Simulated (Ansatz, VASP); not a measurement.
One calculation of CdS, two programs

```
CELL_PARAMETERS angstrom
4.09345 0.00000 0.00000
-2.04673 3.54503 0.00000
0.00000 0.00000 6.74900
ATOMIC_POSITIONS crystal
Cd 0.33333 0.66667 0.00000
Cd 0.66667 0.33333 0.50000
S 0.33333 0.66667 0.38500
S 0.66667 0.33333 0.88500
```

Change from the starting cell: equal xx and yy strain of -1 %.

Alike in both runs: task single point; functional PBE; k mesh 7 × 7 × 4; occupations fermi-dirac, width 0.01 eV; no spin polarisation.

|  | VASP | Ansatz |
| --- | --- | --- |
| version | VASP 6.6.1 | Ansatz 0.2.0 |
| potentials or method | VASP PAW PBE potentials, release 64 (Cd, S), cutoff 520 eV | all-electron LAPW, scalar-relativistic |

VASP gave:

- gap on the k mesh at the Fermi level (eV): 1.26
- pressure (GPa): 4.4
- traceless stress, the component that is largest in VASP (GPa): -2.44
- rms of the force components (eV/Å): 0.208

Problem. Which values does Ansatz return?

Solution. gap on the k mesh at the Fermi level (eV): 1.26; pressure (GPa): 4.0; traceless stress, the component that is largest in VASP (GPa): -2.37; rms of the force components (eV/Å): 0.202.

Atom by atom the forces differ by 0.006 eV/Å (rms over components). Ansatz ran all-electron here, and VASP with PAW potentials.
